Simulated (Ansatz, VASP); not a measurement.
Al2Pt in VASP and in Ansatz

The input INCAR:

```
SYSTEM = Al2Pt
  PREC = Accurate
  ENCUT = 600
  EDIFF = 1E-6
  ISMEAR = 0
  SIGMA = 0.1
  LREAL = .FALSE.
  LASPH = .TRUE.
  NELM = 80
  ALGO = Normal
  ISIF = 3
  LWAVE = .FALSE.
  LCHARG = .FALSE.
  GGA = PE
  IBRION = 2
  NSW = 100
  EDIFFG = -0.01
```

File KPOINTS:

```
regular mesh
0
G
  14 14 14
  0 0 0
```

Contents of POSCAR:

```
Al2Pt
1.0
    0.0000000000      2.9550000000      2.9550000000
    2.9550000000      0.0000000000      2.9550000000
    2.9550000000      2.9550000000      0.0000000000
Al Pt
2 1
Direct
    0.2500000000      0.2500000000      0.2500000000
    0.7500000000      0.7500000000      0.7500000000
    0.0000000000      0.0000000000      0.0000000000
```

Input for Ansatz:

```yaml
crystal:
  lattice:
    - [0.0, 2.955, 2.955]
    - [2.955, 0.0, 2.955]
    - [2.955, 2.955, 0.0]
  atoms:
    - { symbol: Al, position: [0.25, 0.25, 0.25] }
    - { symbol: Al, position: [0.75, 0.75, 0.75] }
    - { symbol: Pt, position: [0.0, 0.0, 0.0] }
basis:
  ecutwfc: 420
kpoints:
  mp_grid: { grid: [14, 14, 14] }
hamiltonian:
  xc: pbe
scf:
  occupations: { method: gaussian, width: 0.1 }
output:
  forces: true
  stress: true
  eigenvalues: true
relax:
  adjacent_minimum: "off"
  f_tol: 0.01
  max_steps: 80
  cell: { stress_tol: 0.05 }
```

Alike in both runs: task relaxation of cell and atoms; functional PBE; k mesh 14 × 14 × 14; occupations gaussian, width 0.1 eV; no spin polarisation.

```csv
,VASP,Ansatz
version,VASP 6.6.1,Ansatz 0.2.0
potentials or method,"VASP PAW PBE potentials, release 64 (Al, Pt), cutoff 600 eV","scalar-relativistic, plane waves, PAW"
valence electrons in the cell,16,24
```

```tsv
	VASP	Ansatz	Ansatz less VASP
gap on the k mesh at the Fermi level, each at its own relaxed structure (eV)	none	none	-
relaxed volume (Å³/atom)	17.50	17.52	+0.021
relaxed cell length with the largest relative difference (Å)	4.203	4.205	+0.0016
```

A gap of «none» marks a metal or a gap that the smearing closes. VASP's potentials hold 16 valence electrons a cell and Ansatz's 24, so a difference there can come from the potentials and not from the codes.

Neither program's run includes spin-orbit coupling.
